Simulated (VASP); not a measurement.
# Ge (Fd-3m) in VASP: notebook

The runs below take Ge through single point, with PBEsol.

All numbers are computed with VASP 6.6.1; they aren't measurements. Logs are shortened: lines on timing, memory, paths and dates and some standing lists are left out, and cuts for length are marked.

## (1) The cell of the first run

The structure is cubic, space group Fd-3m (No. 227). The conventional cell has a = 5.675 Å, b = 5.675 Å, c = 5.675 Å, α = 90.00°, β = 90.00°, γ = 90.00°. Ge (site symmetry -43m) has 4 Ge at 2.46 Å within 3.2 Å.

## (2) Single point, PBEsol

File INCAR:

```
PREC = Accurate
ENCUT = 520
EDIFF = 1E-6
ISMEAR = 0
SIGMA = 0.1
LREAL = False
LASPH = True
NELM = 80
ALGO = Normal
ISIF = 2
LWAVE = False
LCHARG = False
GGA = PS
NBANDS = 21
```

File KPOINTS:

```
regular mesh
0
Gamma
  12 12 12
```

File POSCAR:

```
Ge
1.0
    0.0000000000      2.8374271074      2.8374271074
    2.8374271074      0.0000000000      2.8374271074
    2.8374271074      2.8374271074      0.0000000000
Ge
2
Direct
    0.5000000000      0.5000000000      0.5000000000
    0.7500000000      0.7500000000      0.7500000000
```

Potentials or basis: VASP PAW PBE potentials, release 64 (Ge_d).

Launch:

```bash
cat potpaw_PBE.64/Ge_d/POTCAR > POTCAR
mpirun -np 1 vasp_std > vasp.out
```

OUTCAR:

```text
PREC = Accurate
   ENCUT = 520
   EDIFF = 1E-6
   ISMEAR = 0
   LREAL = False
   LASPH = True
   NELM = 80
   ISIF = 2
   GGA = PS

 ion  position               nearest neighbor table
   1  0.500  0.500  0.500-   2 2.46   2 2.46   2 2.46   2 2.46
   2  0.750  0.750  0.750-   1 2.46   1 2.46   1 2.46   1 2.46

  LATTYP: Found a face centered cubic cell.
 ALAT       =     5.6748542148

  Lattice vectors:

 A1 = (   0.0000000000,   2.8374271074,   2.8374271074)
 A2 = (   2.8374271074,   0.0000000000,   2.8374271074)
 A3 = (   2.8374271074,   2.8374271074,   0.0000000000)

Analysis of symmetry for initial positions (statically):
=====================================================================
 Subroutine PRICEL returns:
 Original cell was already a primitive cell.

 Routine SETGRP: Setting up the symmetry group for a
 face centered cubic supercell.

 Subroutine GETGRP returns: Found 48 space group operations
 (whereof 24 operations were pure point group operations)
 out of a pool of 48 trial point group operations.

The static configuration has the point symmetry T_d .
 The point group associated with its full space group is O_h .

Analysis of symmetry for dynamics (positions and initial velocities):
=====================================================================
 Subroutine PRICEL returns:
 Original cell was already a primitive cell.

 Routine SETGRP: Setting up the symmetry group for a
 face centered cubic supercell.

 Subroutine GETGRP returns: Found 48 space group operations
 (whereof 24 operations were pure point group operations)
 out of a pool of 48 trial point group operations.

The dynamic configuration has the point symmetry T_d .
 The point group associated with its full space group is O_h .

 Subroutine INISYM returns: Found 48 space group operations
 (whereof 24 operations are pure point group operations),
 and found     1 'primitive' translations

----------------------------------------------------------------------------------------

                                     Primitive cell

  volume of cell :      45.6882

  direct lattice vectors                    reciprocal lattice vectors
     0.000000000  2.837427107  2.837427107    -0.176215981  0.176215981  0.176215981
     2.837427107  0.000000000  2.837427107     0.176215981 -0.176215981  0.176215981
     2.837427107  2.837427107  0.000000000     0.176215981  0.176215981 -0.176215981

  length of vectors
     4.012727898  4.012727898  4.012727898     0.305215031  0.305215031  0.305215031

  position of ions in fractional coordinates (direct lattice)
     0.500000000  0.500000000  0.500000000
     0.750000000  0.750000000  0.750000000

  ion indices of the primitive-cell ions
   primitive index   ion index
                 1           1
                 2           2

----------------------------------------------------------------------------------------

 KPOINTS: regular mesh

Automatic generation of k-mesh.
 Grid dimensions read from file:
 generate k-points for:   12   12   12

 Generating k-lattice:

  Cartesian coordinates                     Fractional coordinates (reciprocal lattice)
    -0.014684665  0.014684665  0.014684665     0.083333333  0.000000000  0.000000000
     0.014684665 -0.014684665  0.014684665     0.000000000  0.083333333  0.000000000
     0.014684665  0.014684665 -0.014684665     0.000000000  0.000000000  0.083333333

  Length of vectors
     0.025434586  0.025434586  0.025434586

  Shift w.r.t. Gamma in fractional coordinates (k-lattice)
     0.000000000  0.000000000  0.000000000

 Subroutine IBZKPT returns following result:
 ===========================================

 Found     72 irreducible k-points:

 Following reciprocal coordinates:
            Coordinates               Weight
  0.000000  0.000000  0.000000      1.000000
  0.083333  0.000000  0.000000      8.000000
  0.166667  0.000000  0.000000      8.000000
  0.250000  0.000000  0.000000      8.000000
  0.333333  0.000000  0.000000      8.000000
  0.416667  0.000000  0.000000      8.000000
[... 16 lines left out ...]
  0.500000  0.166667  0.000000     24.000000
 -0.416667  0.166667  0.000000     24.000000
 [... further k-points ...]
   k-points           NKPTS =     72   k-points in BZ     NKDIM =     72   number of bands    NBANDS=     21
   number of dos      NEDOS =    301   number of ions     NIONS =      2
   total plane-waves  NPLWV =  27000
   dimension x,y,z NGX =    30 NGY =   30 NGZ =   30
   dimension x,y,z NGXF=    60 NGYF=   60 NGZF=   60
   ions per type =               2
   NGX,Y,Z   is equivalent  to a cutoff of  12.43, 12.43, 12.43 a.u.
   NGXF,Y,Z  is equivalent  to a cutoff of  24.86, 24.86, 24.86 a.u.
 SYSTEM =  unknown system
   PREC   = accura    normal or accurate (medium, high low for compatibility)
   ISTART =      0    job   : 0-new  1-cont  2-samecut
   ICHARG =      2    charge: 1-file 2-atom 10-const
   ISPIN  =      1    spin polarized calculation?
   LNONCOLLINEAR =      F non collinear calculations
   LSORBIT =      F    spin-orbit coupling
   LASPH  =      T    aspherical Exc in radial PAW
   ENCUT  =  520.0 eV  38.22 Ry    6.18 a.u.   7.46  7.46  7.46*2*pi/ulx,y,z
   NELM   =     80;   NELMIN=  2; NELMDL= -5     # of ELM steps
   EDIFF  = 0.1E-05   stopping-criterion for ELM
   LREAL  =      F    real-space projection
   EDIFFG = 0.1E-04   stopping-criterion for IOM
   NSW    =      0    number of steps for IOM
   IBRION =     -1    ionic relax: 0-MD 1-quasi-New 2-CG
   NFREE  =      0    steps in history (QN), initial steepest desc. (CG)
   ISIF   =      2    stress and relaxation
   ISYM   =      2    0-nonsym 1-usesym 2-fastsym
   POTIM  = 0.5000    time-step for ionic-motion
   TEBEG  =    0.0;   TEEND  =   0.0 temperature during run
   PSTRESS=    0.0 pullay stress
   NELECT =      28.0000    total number of electrons
   NUPDOWN=      -1.0000    fix difference up-down
   EMIN   =  10.00;   EMAX   =-10.00  energy-range for DOS
   EFERMI =   0.00;   METHOD = LEGACY
   ISMEAR =     0;   SIGMA  =   0.10  broadening in eV -4-tet -1-fermi 0-gaus
   EFERMI_NEDOS =   21; number of points for ismear=-14 and -15
   IALGO  =     38    algorithm
   IMIX   =      4    mixing-type and parameters
     AMIX     =   0.40;   BMIX     =  1.00
     AMIX_MAG =   1.60;   BMIX_MAG =  1.00
  volume/ion in A,a.u.               =      22.84       154.16
  Fermi-wavevector in a.u.,A,eV,Ry     =   1.390570  2.627796 26.309373  1.933684
  Thomas-Fermi vector in A             =   2.514492
   LORBIT       =      0    0 simple, 1 ext, 2 COOP (PROOUT), +10 PAW based schemes
   GGA     = PS    functional components
   LHFCALC =     F    Hartree Fock is set to
   AEXX    =    0.0000 exact exchange contribution
   IVDW    =     0    specifies the selected vdW correction
   LEPSILON=     F    determine dielectric tensor
   LRPA    =     F    only Hartree local field effects (RPA)
 non-spin polarized calculation
 Gauss-broadening in eV      SIGMA  =   0.10
  energy-cutoff  :      520.00
  volume of cell :       45.69
 maximum number of plane-waves:      1248
 NGX is ok and might be reduce to    30

 number of electron      28.0000014 magnetization

 Free energy of the ion-electron system (eV)
  ---------------------------------------------------
  ext. energy  EPLUGINS =         0.00000000
  ---------------------------------------------------
  free energy    TOTEN  =        -9.87378491 eV

  energy without entropy =       -9.87353523  energy(sigma->0) =       -9.87366007

 E-fermi :   4.7835     XC(G=0): -10.0860

 val. band max:        4.7739838863   @ k =   0.0000   0.0000   0.0000
 cond. band min:       4.8692903434   @ k =   0.5000   0.0000   0.0000
 fundamental gap:      0.0953064570
 Fermi energy:         4.7834988495

 k-point     1 :       0.0000    0.0000    0.0000
  band No.  band energies     occupation
      1     -19.9754      2.00000
      2     -19.9754      2.00000
      3     -19.9754      2.00000
      4     -19.9395      2.00000
      5     -19.9395      2.00000
      6     -19.7322      2.00000
[... 13 lines left out ...]
     20      14.2300      0.00000
     21      14.2300      0.00000

 k-point     2 :       0.0833    0.0000    0.0000
  band No.  band energies     occupation
      1     -19.9796      2.00000
      2     -19.9796      2.00000
      3     -19.9742      2.00000
      4     -19.9338      2.00000
      5     -19.9338      2.00000
      6     -19.7390      2.00000
[... 13 lines left out ...]
     20      13.6345      0.00000
     21      13.6345      0.00000

 k-point     3 :       0.1667    0.0000    0.0000
  band No.  band energies     occupation
      1     -19.9870      2.00000
      2     -19.9870      2.00000
      3     -19.9711      2.00000
      4     -19.9224      2.00000
      5     -19.9224      2.00000
      6     -19.7491      2.00000
[... 13 lines left out ...]
     20      13.0659      0.00000
     21      13.0659      0.00000

 k-point     4 :       0.2500    0.0000    0.0000
  band No.  band energies     occupation
      1     -19.9932      2.00000
      2     -19.9932      2.00000
      3     -19.9668      2.00000
      4     -19.9114      2.00000
      5     -19.9114      2.00000
      6     -19.7576      2.00000
[... 13 lines left out ...]
     20      13.0423      0.00000
     21      13.0423      0.00000

 k-point     5 :       0.3333    0.0000    0.0000
  band No.  band energies     occupation
      1     -19.9970      2.00000
      2     -19.9970      2.00000
      3     -19.9624      2.00000
      4     -19.9036      2.00000
      5     -19.9036      2.00000
      6     -19.7632      2.00000
[... 13 lines left out ...]
     20      13.6797      0.00000
     21      13.6797      0.00000
[... 382 lines left out ...]
     20      14.3357      0.00000
     21      14.9990      0.00000

 k-point    22 :       0.4167    0.1667    0.0000
  band No.  band energies     occupation
      1     -20.0118      2.00000
      2     -19.9993      2.00000
      3     -19.9522      2.00000
      4     -19.8938      2.00000
      5     -19.8735      2.00000
      6     -19.8090      2.00000
[... 13 lines left out ...]
     20      14.8663      0.00000
     21      15.8625      0.00000

 k-point    23 :       0.5000    0.1667    0.0000
  band No.  band energies     occupation
      1     -20.0157      2.00000
      2     -20.0028      2.00000
      3     -19.9416      2.00000
      4     -19.8851      2.00000
      5     -19.8770      2.00000
      6     -19.8022      2.00000
[... 13 lines left out ...]
     20      15.6314      0.00000
     21      15.9198      0.00000

 k-point    24 :      -0.4167    0.1667    0.0000
  band No.  band energies     occupation
      1     -20.0159      2.00000
      2     -20.0052      2.00000
      3     -19.9359      2.00000
      4     -19.8860      2.00000
      5     -19.8788      2.00000
      6     -19.7889      2.00000
[... 13 lines left out ...]
     20      14.3757      0.00000
     21      14.9509      0.00000

 [... further k-points ...]

------------------------ aborting loop because EDIFF is reached ----------------------------------------

  FORCE on cell =-STRESS in cart. coord.  units (eV):
  Direction    XX          YY          ZZ          XY          YZ          ZX
  --------------------------------------------------------------------------------------
  -------------------------------------------------------------------------------------
  Total       -0.1053873     -0.1053873     -0.1053873      0.0000000      0.0000000     -0.0000000
  in kB       -3.6956839     -3.6956839     -3.6956839      0.0000000      0.0000000     -0.0000000
  external PRESSURE =      -3.6956839 kB  Pullay stress =       0.0000000 kB

 VOLUME and BASIS-vectors are now :
 -----------------------------------------------------------------------------
  energy-cutoff  :      520.00
  volume of cell :       45.69
      direct lattice vectors                 reciprocal lattice vectors
     0.000000000  2.837427107  2.837427107    -0.176215981  0.176215981  0.176215981
     2.837427107  0.000000000  2.837427107     0.176215981 -0.176215981  0.176215981
     2.837427107  2.837427107  0.000000000     0.176215981  0.176215981 -0.176215981

 POSITION                                       TOTAL-FORCE (eV/Angst)
 -----------------------------------------------------------------------------------
      2.83743      2.83743      2.83743        -0.000000     -0.000000     -0.000000
      4.25614      4.25614      4.25614         0.000000      0.000000      0.000000
 -----------------------------------------------------------------------------------
    total drift:                                0.000000     -0.000000     -0.000000

  FREE ENERGIE OF THE ION-ELECTRON SYSTEM (eV)
  ---------------------------------------------------
  free  energy   TOTEN  =        -9.8737849101 eV

  energy  without entropy=       -9.8735352257  energy(sigma->0) =       -9.87366007
```

Wall time 46 s (1 thread of AMD EPYC 7R43 (Zen 3), shared host); peak memory 0.16 GiB.

What came out:

```
Free energy            : -9.8738 eV
Pressure               : -0.4 GPa
Band gap on the k mesh : zero (filled and empty bands touch)
```

Caveat: the PAW data sets were made with another functional, which shifts forces and pressure a little.

## (3) Single point, PBEsol

This run uses another cell than the first one: it holds 4 atoms, not 2.

File INCAR:

```
SYSTEM = Ge
PREC = Accurate
ENCUT = 520
EDIFF = 1E-7
ISMEAR = 0
SIGMA = 0.1
LREAL = .False.
LASPH = .True.
NELM = 80
ALGO = Normal
ISIF = 2
LWAVE = .False.
LCHARG = .True.
GGA = PS
LELF = .True.
LVHAR = .True.
NBANDS = 36
```

File KPOINTS:

```
regular mesh
0
Gamma
  14 14 10
  0 0 0
```

File POSCAR:

```
Ge
1.0
    2.8374271074      2.8374271074      0.0000000000
   -2.8374271074      2.8374271074      0.0000000000
    0.0000000000      0.0000000000      5.6748542148
Ge
4
Direct
    0.5000000000      0.5000000000      0.5000000000
    0.5000000000      0.0000000000      0.2500000000
    0.0000000000      0.0000000000      0.0000000000
    0.0000000000      0.5000000000      0.7500000000
```

Potentials or basis: VASP PAW PBE potentials, release 64 (Ge_d).

Launch:

```bash
cat potpaw_PBE.64/Ge_d/POTCAR > POTCAR
mpirun -np 1 vasp_std > vasp.out
```

Run time: 16 min. Hardware: 1 thread of AMD EPYC 7R13, shared host; peak memory 0.52 GiB.

It converged, with:

| Item | Value |
| --- | --- |
| Free energy | -19.7497 eV |
| Pressure | 0.0 GPa |
| Band gap on the k mesh | zero (filled and empty bands touch) |

Levels at points of the mesh, in eV from the Fermi level:
| k point | band 24 | band 25 | band 26 | band 27 | band 28 | band 29 | band 30 | band 31 | band 32 | band 33 |
| --- | --- | --- | --- | --- | --- | --- | --- | --- | --- | --- |
| (0.00, 0.00, 0.00) | -3.09 | -3.09 | -0.12 | -0.03 | -0.03 | -0.03 | 0.64 | 0.64 | 2.49 | 2.49 |
| (0.50, 0.00, 0.00) | -6.56 | -3.89 | -3.89 | -1.53 | -1.53 | 1.86 | 1.86 | 4.72 | 4.72 | 4.99 |
| (0.50, 0.50, 0.00) | -8.90 | -3.09 | -3.09 | -3.09 | -3.09 | 0.64 | 0.64 | 0.64 | 0.64 | 9.38 |
| (0.00, 0.00, 0.50) | -4.76 | -2.06 | -2.06 | -2.06 | -2.06 | 0.92 | 0.92 | 2.63 | 2.63 | 5.75 |
| (0.50, 0.00, 0.50) | -7.62 | -1.43 | -1.43 | -1.43 | -1.43 | 0.06 | 0.06 | 3.67 | 3.67 | 3.67 |
| (0.50, 0.50, 0.50) | -8.80 | -3.93 | -3.93 | -3.93 | -3.93 | 4.22 | 4.22 | 4.22 | 4.22 | 4.60 |

Caveat: the PAW data sets were made with another functional, which shifts forces and pressure a little.
